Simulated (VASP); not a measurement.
Input of a VASP 6.6.1 run:

The input POSCAR:

```
BP
1.0
    0.0000000000      2.5461715878      1.8001433126
    2.5461715878      0.0000000000      1.8001433126
    2.5461715878      2.5461715878      0.0000000000
B P
1 1
Direct
    0.0000000000      0.0000000000      0.0000000000
    0.7500000000      0.7500000000      0.7500000000
```

The input INCAR.step1:

```
PREC = Accurate
ENCUT = 520
ISMEAR = 0
SIGMA = 0.05
LREAL = False
LASPH = True
NELM = 100
NBANDS = 11
GGA = PE
ALGO = Normal
EDIFF = 1E-4
LWAVE = True
LCHARG = False
```

Contents of INCAR.step2:

```
PREC = Accurate
ENCUT = 520
EDIFF = 1E-6
ISMEAR = 0
SIGMA = 0.05
LREAL = False
LASPH = True
NELM = 100
ALGO = Normal
ISIF = 2
LWAVE = False
LCHARG = True
METAGGA = R2SCAN
LMIXTAU = True
LELF = True
LVHAR = True
NBANDS = 11
ISTART = 1
```

KPOINTS

```
Automatic mesh
0
Gamma
  12 12 12
```

Potentials or basis: VASP PAW PBE potentials, release 64 (B, P).

Launch:

```bash
$ cat potpaw_PBE.64/B/POTCAR potpaw_PBE.64/P/POTCAR > POTCAR
$ cp INCAR.step1 INCAR
$ mpirun -np 1 vasp_std > vasp.out
$ cp INCAR.step2 INCAR
$ mpirun -np 1 vasp_std > vasp.out
```

What does it give for the pressure?

-4.5 GPa.

Predict the band gap on the k mesh.

zero (band 4 reaches 9.44 eV, above the bottom of band 5 at 6.05 eV).

Stress tensor (GPa, compression positive):
```
-20.58   0.00   0.00
  0.00 -20.58   0.00
  0.00   0.00  27.55
```

Caveat: the PAW data sets were made with another functional, which shifts forces and pressure a little.
